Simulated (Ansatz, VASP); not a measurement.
**AlSi23HO48: VASP beside Ansatz**

```xyz
73
Lattice="9.8316 0.0000 0.0000 -4.9158 8.5144 0.0000 0.0000 0.0000 10.8182" Properties=species:S:1:pos:R:3 pbc="T T T"
Si    2.5913    0.0503    1.7909
Si   -1.2648    2.2720    3.6099
Si    1.1634    2.0479   10.8113
Si   -2.2745    8.4418    7.1793
Si    8.4263    2.2543    9.0431
Si    1.1622    1.8932    5.4517
Si    0.2046    4.2910    1.8405
Si   -3.7850    6.5686    3.5917
Si   -1.2760    6.2956    0.0391
Si   -3.7369    6.4825    9.0360
Si   -1.2748    6.2391    5.3582
Si    7.6007    0.0112    1.8125
Si    3.5880    2.2903    3.6366
Si    5.9905    1.9382    0.0569
Si    7.5413    0.0030    7.2294
Si    3.5931    2.2319    9.0042
Si    6.0878    1.9534    5.3847
Si    5.0589    4.2653    1.8407
Si    1.1925    6.5514    3.6491
Si    3.6170    6.2515    0.0188
Si    5.1338    4.2116    7.2300
Si    1.1720    6.5695    9.0488
Si    3.6272    6.2614    5.4471
O    -0.3105    1.6776    4.7802
O     1.1462    3.1322    1.1985
O    -0.7382    3.6884    3.0168
O     1.6636    0.6183    0.5723
O     2.1234    2.5177    4.2803
O     3.5279    1.2200    2.4107
O    -0.3271    1.8853   10.1725
O     1.1245    2.8485    6.7357
O    -1.0722    3.7771    8.3694
O     1.7369    0.4407    5.9287
O     2.1267    2.5599    9.6135
O     3.5453    1.1131    7.8293
O    -2.7822    6.0863    4.7645
O    -1.3394    7.4119    1.2138
O    -3.3054    7.9762    2.9418
O    -0.7384    4.8939    0.6563
O    -0.3023    6.8620    4.1957
O     1.1679    5.4365    2.4626
O    -2.7638    6.0223   10.2530
O    -1.2909    7.2789    6.6272
O    -3.2577    7.8658    8.3518
O    -0.7655    4.8113    5.8568
O    -0.3297    6.8146    9.6460
O     1.2157    5.4659    7.9022
O     4.5997    1.7304    4.7845
O     5.9714    3.0712    1.2203
O     4.1274    3.7074    3.0516
O     6.5749    0.5554    0.6643
O     7.0686    2.4830    4.2051
O     8.5293    1.2178    2.3657
O     4.5256    1.6860   10.2303
O     6.0720    3.0591    6.5851
O     4.1869    3.6161    8.4016
O     6.6047    0.5513    6.0187
O     6.9588    2.4698    9.6667
O     8.4785    1.2014    7.8253
O     2.1304    6.0000    4.8691
O     3.6742    7.4136    1.1593
O     1.8087    7.9248    3.0402
O     4.1095    4.8424    0.6525
O     4.5635    6.7776    4.2223
O     6.0245    5.4322    2.4204
O     2.1022    6.0906   10.3050
O     3.6082    7.3719    6.6379
O     1.7093    7.9990    8.4641
O     4.2196    4.8857    6.0774
O     4.5849    6.6727    9.5892
O     6.1879    5.2651    7.9250
Al    0.2728    4.2801    7.1177
H    -2.0909    4.3979    8.1673
```

Alike in both runs: task single point; functional r2SCAN; k mesh 1 × 1 × 1; occupations gaussian, width 0.02 eV; no spin polarisation.

|  | VASP | Ansatz |
| --- | --- | --- |
| version | VASP 6.6.1 | Ansatz 0.2.0 |
| potentials or method | VASP PAW PBE potentials, release 64 (Si, O, Al, H) | scalar-relativistic, plane waves, PAW |
| plane-wave cutoff (eV) | 520 | 500 |
| valence electrons in the cell | 384 | 384 |

```tsv
	VASP	Ansatz	Ansatz less VASP
gap on the k mesh at the Fermi level (eV)	6.01	6.01	+0.005
least direct gap on the mesh (eV)	6.01	6.01	+0.005
```

VASP's potentials were made for PBE, not for r2SCAN.
